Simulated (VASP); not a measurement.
Crystal: CoO.

```
CELL_PARAMETERS angstrom
0.00000 2.13150 2.13150
2.13150 0.00000 2.13150
2.13150 2.13150 0.00000
ATOMIC_POSITIONS crystal
Co 0.00000 0.00000 0.00000
O 0.50000 0.50000 0.50000
```

Base run:

```yaml
Program: VASP 6.6.1
Functional: LDA
Potentials_or_basis: VASP PAW LDA potentials, release 64 (Co_sv, O_h)
Cutoff: 1340 eV
k_mesh: 8 × 8 × 8
Occupations: gaussian, width 0.05 eV
Spin: collinear spin, ferromagnetic start
Starting_moments: "[1.5, 0.0] μB"
Fixed_moment: 1.5 μB
Hubbard_terms: Co d U = 4.0 eV
```

Its results: pressure -26.2 GPa; net moment 1.50 μB per cell; site moments Co +1.57; O -0.08 μB.

The run is repeated on the same cell with these changes: fixed moment from 1.5 μB to none; moments at the start from [1.5, 0.0] to [3.0, 0.0]. What comes out?

Pressure -16.8 GPa; net moment 3.00 μB per cell; site moments Co +2.68; O +0.20 μB.

Caveats: the cell stands under tension; a cell with one magnetic atom can't hold antiferromagnetic order, which such compounds often take; the total moment is fixed, so each spin has its own Fermi level and the state may be an excited one (at least some runs).
